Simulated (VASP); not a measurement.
# Cu (Fm-3m) in VASP: notebook, part 2 of 2

VASP 6.6.1. The steps go on from the part before.

**3. Single point, HSE06**

This run uses another cell than the first one, of 12.08 Å³/atom.

File POSCAR:

```
Cu
1.0
    0.0000000000      1.8210299446      1.8210299446
    1.8210299446      0.0000000000      1.8210299446
    1.8210299446      1.8210299446      0.0000000000
Cu
1
Direct
    0.0000000000      0.0000000000      0.0000000000
```

File INCAR.step1:

```
PREC     = Accurate       # precision mode
ENCUT    = 610            # plane-wave cutoff, eV
EDIFF    = 1E-5           # SCF threshold, eV
ISMEAR   = -1             # smearing method
SIGMA    = 0.1            # smearing width, eV
LREAL    = F              # projectors in reciprocal space
LASPH    = T              # aspherical terms in the spheres
NELM     = 120            # most SCF steps
ALGO     = Normal         # electronic algorithm
ISIF     = 2              # what is computed and relaxed
LWAVE    = T              # write WAVECAR
LCHARG   = F              # write CHGCAR
NBANDS   = 16             # bands
GGA      = PE             # functional
GGA_COMPAT= F
```

File INCAR.step2:

```
PREC     = Accurate       # precision mode
ENCUT    = 610            # plane-wave cutoff, eV
EDIFF    = 1E-6           # SCF threshold, eV
ISMEAR   = -1             # smearing method
SIGMA    = 0.1            # smearing width, eV
LREAL    = F              # projectors in reciprocal space
LASPH    = T              # aspherical terms in the spheres
NELM     = 120            # most SCF steps
ALGO     = Normal         # electronic algorithm
ISIF     = 2              # what is computed and relaxed
LWAVE    = F              # write WAVECAR
LCHARG   = F              # write CHGCAR
GGA      = PE             # functional
LHFCALC  = T              # exact exchange
HFSCREEN = 0.2079         # screening, 1/A
PRECFOCK = Normal       
NBANDS   = 16             # bands
ISTART   = 1            
GGA_COMPAT= F
```

File KPOINTS:

```
Automatic mesh
0
Gamma
  6 6 6
```

Potentials or basis: VASP PAW PBE potentials, release 64 (Cu_sv_GW).

Launch:

```bash
$ cat potpaw_PBE.64/Cu_sv_GW/POTCAR > POTCAR
$ cp INCAR.step1 INCAR
$ mpirun -np 1 vasp_std > vasp.out
$ cp INCAR.step2 INCAR
$ mpirun -np 1 vasp_std > vasp.out
```

OUTCAR:

```text
PREC = Accurate
   ENCUT = 610
   EDIFF = 1E-6
   ISMEAR = -1
   LREAL = F
   LASPH = T
   NELM = 120
   ISIF = 2
   GGA = PE
   LHFCALC = T
   HFSCREEN = 0.2079
   PRECFOCK = Normal
   ISTART = 1

 ion  position               nearest neighbor table
   1  0.000  0.000  0.000-

  LATTYP: Found a face centered cubic cell.
 ALAT       =     3.6420598892

  Lattice vectors:

 A1 = (   0.0000000000,   1.8210299446,   1.8210299446)
 A2 = (   1.8210299446,   0.0000000000,   1.8210299446)
 A3 = (   1.8210299446,   1.8210299446,   0.0000000000)

Analysis of symmetry for initial positions (statically):
=====================================================================
 Subroutine PRICEL returns:
 Original cell was already a primitive cell.

 Routine SETGRP: Setting up the symmetry group for a
 face centered cubic supercell.

 Subroutine GETGRP returns: Found 48 space group operations
[... 156 lines left out ...]
  ext. energy  EPLUGINS =         0.00000000
  ---------------------------------------------------
  free energy    TOTEN  =        -3.60965398 eV

  energy without entropy =       -3.59376839  energy(sigma->0) =       -3.60171119

 E-fermi :   6.7494     XC(G=0): -10.6513

 val. band max:        6.6947092037   @ k =   0.5000   0.3333   0.1667
 cond. band min:       7.4781801391   @ k =   0.5000   0.1667   0.0000
 fundamental gap:      0.7834709355
 Fermi energy:         6.7493527932

 k-point     1 :       0.0000    0.0000    0.0000
  band No.  band energies     occupation
      1    -111.3297      2.00000
      2     -67.0912      2.00000
      3     -67.0912      2.00000
      4     -67.0912      2.00000
      5      -3.1257      2.00000
      6       2.6801      2.00000
[... 281 lines left out ...]
      3     -67.1569      2.00000
      4     -67.1409      2.00000
      5       1.3156      2.00000
      6       1.6796      2.00000
[... 8 lines left out ...]
     15      34.4481      0.00000
     16      41.6020      0.00000

------------------------ aborting loop because EDIFF is reached ----------------------------------------

  FORCE on cell =-STRESS in cart. coord.  units (eV):
  Direction    XX          YY          ZZ          XY          YZ          ZX
  --------------------------------------------------------------------------------------
  -------------------------------------------------------------------------------------
  Total       -0.3937256     -0.3937256     -0.3937256      0.0000000      0.0000000      0.0000000
  in kB      -52.2303593    -52.2303593    -52.2303593      0.0000000      0.0000000      0.0000000
  external PRESSURE =     -52.2303593 kB  Pullay stress =       0.0000000 kB

 VOLUME and BASIS-vectors are now :
 -----------------------------------------------------------------------------
  energy-cutoff  :      610.00
  volume of cell :       12.08
      direct lattice vectors                 reciprocal lattice vectors
     0.000000000  1.821029945  1.821029945    -0.274569895  0.274569895  0.274569895
     1.821029945  0.000000000  1.821029945     0.274569895 -0.274569895  0.274569895
     1.821029945  1.821029945  0.000000000     0.274569895  0.274569895 -0.274569895

 POSITION                                       TOTAL-FORCE (eV/Angst)
 -----------------------------------------------------------------------------------
      0.00000      0.00000      0.00000         0.000000     -0.000000      0.000000
 -----------------------------------------------------------------------------------
    total drift:                                0.000001      0.000002      0.000002

  FREE ENERGIE OF THE ION-ELECTRON SYSTEM (eV)
  ---------------------------------------------------
  free  energy   TOTEN  =        -3.6096539764 eV

  energy  without entropy=       -3.5937683941  energy(sigma->0) =       -3.60171119
```

OSZICAR.step1:

```text
N       E                     dE             d eps       ncg     rms          rms(c)
DAV:   1     0.199514603836E+03    0.19951E+03   -0.13314E+04   720   0.386E+03
DAV:   2     0.201746685291E+01   -0.19750E+03   -0.18900E+03   784   0.918E+02
DAV:   3    -0.449318506147E+01   -0.65107E+01   -0.65069E+01   712   0.145E+02
DAV:   4    -0.456082636326E+01   -0.67641E-01   -0.67636E-01   712   0.108E+01
DAV:   5    -0.456500042795E+01   -0.41741E-02   -0.41741E-02   752   0.305E+00    0.806E+00
DAV:   6    -0.433413711571E+01    0.23086E+00   -0.56573E+00   688   0.180E+02    0.565E+00
DAV:   7    -0.375443902461E+01    0.57970E+00   -0.19098E+00   592   0.100E+02    0.154E+00
DAV:   8    -0.373801783308E+01    0.16421E-01   -0.27012E-02   840   0.364E+00    0.295E-01
DAV:   9    -0.373765876456E+01    0.35907E-03   -0.21876E-03   760   0.312E+00    0.835E-02
DAV:  10    -0.373759293604E+01    0.65829E-04   -0.12078E-04   840   0.740E-01    0.916E-03
DAV:  11    -0.373759187317E+01    0.10629E-05   -0.63004E-07   384   0.327E-02
   1 F= -.37375919E+01 E0= -.37281929E+01  d E =-.187979E-01
```

Wall time 12 min (1 thread of Intel Xeon Platinum 8488C (Sapphire Rapids), shared host); peak memory 0.25 GiB.

What came out:

```
Free energy            : -3.6097 eV
Pressure               : -5.2 GPa
Band gap on the k mesh : zero (an odd number of electrons rules out a gap without spin polarisation)
```

Levels at points of the mesh, in eV from the Fermi level:
```
           k point  band 6  band 7  band 8  band 9  band 10  band 11  band 12  band 13  band 14  band 15
(0.00, 0.00, 0.00)   -4.07   -4.07   -4.07   -3.27    -3.27    23.85    26.72    26.72    26.72    29.31
(0.50, 0.00, 0.00)   -4.13   -4.13   -2.56   -2.56    -0.65     4.64    22.29    23.64    23.64    26.57
(0.50, 0.50, 0.00)   -5.51   -2.66   -2.36   -2.36     2.26     8.22    14.43    14.43    19.05    21.77
```

Caveat: the k points lie up to 0.50 Å⁻¹ apart, too coarse for converged energies and pressures of a metal; the PAW data sets were made with another functional, which shifts forces and pressure a little.

**4. Single point, HSE06**

This run uses another cell than the first one, of 11.00 Å³/atom.

File POSCAR:

```
Cu
1.0
    0.0000000000      1.7652487196      1.7652487196
    1.7652487196      0.0000000000      1.7652487196
    1.7652487196      1.7652487196      0.0000000000
Cu
1
Direct
    0.0000000000      0.0000000000      0.0000000000
```

File INCAR.step1:

```
SYSTEM = Cu
PREC = Accurate
ENCUT = 610
EDIFF = 1E-5
ISMEAR = -1
SIGMA = 0.1
LREAL = .FALSE.
LASPH = .TRUE.
NELM = 120
ALGO = Normal
ISIF = 2
LWAVE = .TRUE.
LCHARG = .FALSE.
GGA = PE
NBANDS = 16
GGA_COMPAT = .FALSE.
```

File INCAR.step2:

```
SYSTEM = Cu
PREC = Accurate
ENCUT = 610
EDIFF = 1E-6
ISMEAR = -1
SIGMA = 0.1
LREAL = .FALSE.
LASPH = .TRUE.
NELM = 120
ALGO = Normal
ISIF = 2
LWAVE = .FALSE.
LCHARG = .FALSE.
GGA = PE
LHFCALC = .TRUE.
HFSCREEN = 0.2079
PRECFOCK = Normal
ISTART = 1
NBANDS = 16
GGA_COMPAT = .FALSE.
```

File KPOINTS:

```
Automatic mesh
0
G
  6 6 6
  0 0 0
```

Launch:

```bash
$ cat potpaw_PBE.64/Cu_sv_GW/POTCAR > POTCAR
$ cp INCAR.step1 INCAR
$ mpirun -np 1 vasp_std > vasp.out
$ cp INCAR.step2 INCAR
$ mpirun -np 1 vasp_std > vasp.out
```

Wall time 14 min (1 thread of AMD EPYC 9R45 (Zen 5), shared host); peak memory 0.21 GiB.

Results (log left out):

- Free energy: -3.5644 eV
- Pressure: 9.1 GPa
- Band gap on the k mesh: zero (an odd number of electrons rules out a gap without spin polarisation)

Levels at points of the mesh, in eV from the Fermi level:
| k point | band 7 | band 8 | band 9 | band 10 | band 11 | band 12 | band 13 | band 14 |
| --- | --- | --- | --- | --- | --- | --- | --- | --- |
| (0.00, 0.00, 0.00) | -4.43 | -4.43 | -3.51 | -3.51 | 24.62 | 28.18 | 28.18 | 28.18 |
| (0.50, 0.00, 0.00) | -4.51 | -2.69 | -2.69 | -1.00 | 5.13 | 23.01 | 25.12 | 25.12 |
| (0.50, 0.50, 0.00) | -2.81 | -2.46 | -2.46 | 2.15 | 8.89 | 15.16 | 15.16 | 20.07 |

Caveat: the k points lie up to 0.51 Å⁻¹ apart, too coarse for converged energies and pressures of a metal; the PAW data sets were made with another functional, which shifts forces and pressure a little.

**5. Single point, HSE06**

File POSCAR:

```
Cu
1.0
    0.0000000000      1.8028184249      1.8028184249
    1.8028184249      0.0000000000      1.8028184249
    1.8028184249      1.8028184249      0.0000000000
Cu
1
Direct
    0.0000000000      0.0000000000      0.0000000000
```

File INCAR.step1:

```
SYSTEM = Cu
PREC = Accurate ; ENCUT = 610
EDIFF = 1E-5 ; ISMEAR = -1
SIGMA = 0.1 ; LREAL = .False.
LASPH = .True. ; NELM = 120
ALGO = Normal ; ISIF = 2
LWAVE = .True. ; LCHARG = .False.
GGA = PE ; NBANDS = 16
GGA_COMPAT = .False.
```

File INCAR.step2:

```
SYSTEM = Cu
PREC = Accurate ; ENCUT = 610
EDIFF = 1E-6 ; ISMEAR = -1
SIGMA = 0.1 ; LREAL = .False.
LASPH = .True. ; NELM = 120
ALGO = Normal ; ISIF = 2
LWAVE = .False. ; LCHARG = .False.
GGA = PE ; LHFCALC = .True.
HFSCREEN = 0.2079 ; PRECFOCK = Normal
ISTART = 1 ; NBANDS = 16
GGA_COMPAT = .False.
```

File KPOINTS:

```
Automatic mesh
0
Gamma
  6 6 6
  0 0 0
```

Launch:

```bash
$ cat potpaw_PBE.64/Cu_sv_GW/POTCAR > POTCAR
$ cp INCAR.step1 INCAR
$ mpirun -np 1 vasp_std > vasp.out
$ cp INCAR.step2 INCAR
$ mpirun -np 1 vasp_std > vasp.out
```

Wall time 11 min (1 thread of Intel Xeon 6975P-C (Granite Rapids), shared host); peak memory 0.24 GiB.

Results (log left out):

```
Free energy            : -3.6051 eV
Pressure               : -1.3 GPa
Band gap on the k mesh : zero (an odd number of electrons rules out a gap without spin polarisation)
```

Levels at points of the mesh, in eV from the Fermi level:
```
           k point  band 7  band 8  band 9  band 10  band 11  band 12  band 13  band 14
(0.00, 0.00, 0.00)   -4.18   -4.18   -3.35    -3.35    24.10    27.19    27.19    27.19
(0.50, 0.00, 0.00)   -4.25   -2.60   -2.60    -0.76     4.80    22.52    24.11    24.11
(0.50, 0.50, 0.00)   -2.71   -2.39   -2.39     2.23     8.43    14.66    14.66    19.37
```

Caveat: the k points lie up to 0.50 Å⁻¹ apart, too coarse for converged energies and pressures of a metal; the PAW data sets were made with another functional, which shifts forces and pressure a little.

**6. Summary**

| cell | gap on the mesh (eV) | pressure (GPa) |
| --- | --- | --- |
| a = 2.550 Å, angles 60.0°, 1 atom | none | -1.3 |
| a = 2.575 Å, angles 60.0°, 1 atom | none | -5.2 |
| a = 2.496 Å, angles 60.0°, 1 atom | none | 9.1 |

Alike in all rows: task single point; level HSE06; potentials or basis VASP PAW PBE potentials, release 64 (Cu_sv_GW); no spin polarisation; k mesh 6 × 6 × 6; cutoff (eV) 610; smearing fermi-dirac 0.1 eV.

Caveats: all runs use coarse meshes; the PAW data sets were made with another functional, which shifts forces and pressure a little.

Absolute energies hang on the potentials; compare differences alone.

The gap in the log of VASP goes by the Fermi energy; the results here count the filled bands.